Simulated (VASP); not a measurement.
# C: single point with PBE

C:

```
C
1.0
     1.22805   -2.12706    0.00000
     1.22805    2.12706    0.00000
     0.00000    0.00000    7.17327
C
4
Direct
  0.08338 0.91662 0.75314
  0.58338 0.41662 0.24686
  0.91662 0.08338 0.24686
  0.41662 0.58338 0.75314
```

- Program: VASP 6.6.1
- Task: single point
- Functional: PBE
- Potentials or basis: VASP PAW PBE potentials, release 64 (C)
- Cutoff: 520 eV
- k mesh: 6 × 6 × 2, shifted
- Occupations: gaussian, width 0.1 eV
- Spin: no spin polarisation
- Dipole correction: no
- Further INCAR settings: ALGO = Normal; EDIFF = 1e-07; NBANDS = 16

* Pressure: 4.1 GPa
* Largest force: 0.025 eV/Å
* Band gap on the k mesh: 2.10 eV

Forces in eV/Å, atoms in the order of the input:
```
C    0.000  0.023 -0.009
C    0.000  0.023  0.009
C    0.000 -0.023  0.009
C    0.000 -0.023 -0.009
```

Stress tensor (GPa, compression positive):
```
5.39 0.00 0.00
0.00 5.29 0.00
0.00 0.00 1.69
```

Levels at points of the mesh, in eV from the valence-band top:
```tsv
k point	band 6	band 7	band 8	band 9	band 10	band 11
(0.08, 0.08, 0.25)	-3.67	-3.03	-3.02	6.00	9.40	9.83
```

Run time: 25 s on 1 thread of Intel(R) Xeon(R) Platinum 8259CL CPU @ 2.50GHz (Skylake/Cascade Lake) (shared host), peak memory 0.13 GiB.

Caveat: this functional lacks dispersion, which binds the layers, so the pressure and a relaxed spacing across them are unreliable. A k mesh can miss the band edges.
